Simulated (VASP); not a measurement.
A run of VASP 6.6.1 is set up as follows.

The input INCAR:

```
ALGO = Normal ; EDIFF = 1E-6
ENCUT = 520 ; GGA = CA
ISIF = 2 ; ISMEAR = -1
ISPIN = 2 ; LASPH = True
LCHARG = False ; LMAXMIX = 4
LORBIT = 11 ; LREAL = False
LWAVE = False ; MAGMOM = 0 0 4
NBANDS = 28 ; NELM = 150
PREC = Accurate ; SIGMA = 0.05
```

KPOINTS

```
k-points
0
Gamma
  11 11 4
```

File POSCAR:

```
MnPt2
1.0
    2.8584044518      0.0000000000      0.0000000000
   -1.4292022259      2.4754508696      0.0000000000
    0.0000000000      0.0000000000      6.5325040000
Pt Mn
2 1
Direct
    0.6666666667      0.3333333333      0.3162060000
    0.3333333333      0.6666666667      0.6837940000
    0.0000000000      0.0000000000      0.0000000000
```

Potentials or basis: VASP PAW LDA potentials, release 64 (Pt, Mn_pv).

The run is started by

```console
$ cat potpaw_LDA.64/Pt/POTCAR potpaw_LDA.64/Mn_pv/POTCAR > POTCAR
$ mpirun -np 1 vasp_std > vasp.out
```

Question: What does it give for the largest force?

Answer: 0.099 eV/Å.

Question: What does it give for the site moments?

Answer: Pt +0.25; Mn +3.49 μB.

Question: Estimate the pressure.

Answer: -16.1 GPa.

Stress tensor (GPa, compression positive):
```
-17.18   0.00   0.00
  0.00 -17.18   0.00
  0.00   0.00 -14.04
```

Caveat: the cell stands under tension.
